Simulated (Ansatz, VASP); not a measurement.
**One calculation of TlNiF4, two programs**

```xyz
6
Lattice="3.5903 0.0000 0.0000 0.0000 3.5903 0.0000 0.0000 0.0000 6.3102" Properties=species:S:1:pos:R:3 pbc="T T T"
Tl    1.7952    1.7952    3.1551
Ni    0.0000    0.0000    0.0000
F     1.7952    0.0000    0.0000
F     0.0000    1.7952    0.0000
F     0.0000    0.0000    1.7271
F     0.0000    0.0000    4.5831
```

Alike in both runs: task single point; functional PBE; k mesh 5 × 5 × 3; no spin polarisation.

|  | VASP | Ansatz |
| --- | --- | --- |
| version | VASP 6.6.1 | Ansatz 0.2.0 |
| potentials or method | VASP PAW PBE potentials, release 64 (Tl_d, Ni, F), cutoff 520 eV | PAW plane waves |
| occupations | fermi-dirac, width 0.1 eV | fermi-dirac |
| valence electrons in the cell | 51 | 59 |

Ansatz gave:

```
gap on the k mesh at the Fermi level (eV)                     : none
pressure (GPa)                                                : 16.6
traceless stress, the component that is largest in VASP (GPa) : 0.20
rms of the force components (eV/Å)                            : 0.799
```

Q: Estimate VASP's values.

A: gap on the k mesh at the Fermi level (eV): none; pressure (GPa): 16.7; traceless stress, the component that is largest in VASP (GPa): 0.51; rms of the force components (eV/Å): 0.837.

Atom by atom the forces differ by 0.038 eV/Å (rms over components). A gap of «none» marks a metal or a gap that the smearing closes. VASP's potentials hold 51 valence electrons a cell and Ansatz's 59, so a difference there can come from the potentials and not from the codes.

Spin-orbit coupling is off throughout.
